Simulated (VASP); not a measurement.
Here is a VASP 6.6.1 calculation.

INCAR

```
ALGO = Normal
EDIFF = 1E-6
ENCUT = 520
GGA = PE
ISIF = 2
ISMEAR = 0
LASPH = True
LCHARG = False
LREAL = False
LWAVE = False
NBANDS = 55
NELM = 80
PREC = Accurate
SIGMA = 0.02
```

File KPOINTS:

```
k-points
0
Gamma
  10 10 6
```

The input POSCAR:

```
Ga2O3
1.0
    6.1466452171     -1.5281938620      0.0109328858
    6.1466452171      1.5281938620      0.0109328858
   -1.3849487272      0.0000000000      5.6591140023
Ga O
4 6
Direct
    0.0907696497      0.0907696497      0.7957202982
    0.9092303503      0.9092303503      0.2042797018
    0.6590090734      0.6590090734      0.3138463200
    0.3409909266      0.3409909266      0.6861536800
    0.1669122222      0.1669122222      0.1090602291
    0.8330877778      0.8330877778      0.8909397709
    0.1727573639      0.1727573639      0.5617943608
    0.8272426361      0.8272426361      0.4382056392
    0.4963115322      0.4963115322      0.2546796971
    0.5036884678      0.5036884678      0.7453203029
```

Potentials or basis: VASP PAW PBE potentials, release 64 (Ga_d, O).

The run is started by

```sh
$ cat potpaw_PBE.64/Ga_d/POTCAR potpaw_PBE.64/O/POTCAR > POTCAR
$ mpirun -np 1 vasp_std > vasp.out
```

Question: Predict the largest force.

Answer: 0.027 eV/Å.

Question: Estimate the pressure.

Answer: 5.6 GPa.

Question: Predict the band gap on the k mesh.

Answer: 2.23 eV (least direct gap 2.25 eV).

Stress tensor (GPa, compression positive):
```
 5.48  0.00 -0.01
 0.00  5.72  0.00
-0.01  0.00  5.61
```

Caveat: the cell stands under pressure. A k mesh can miss the band edges.
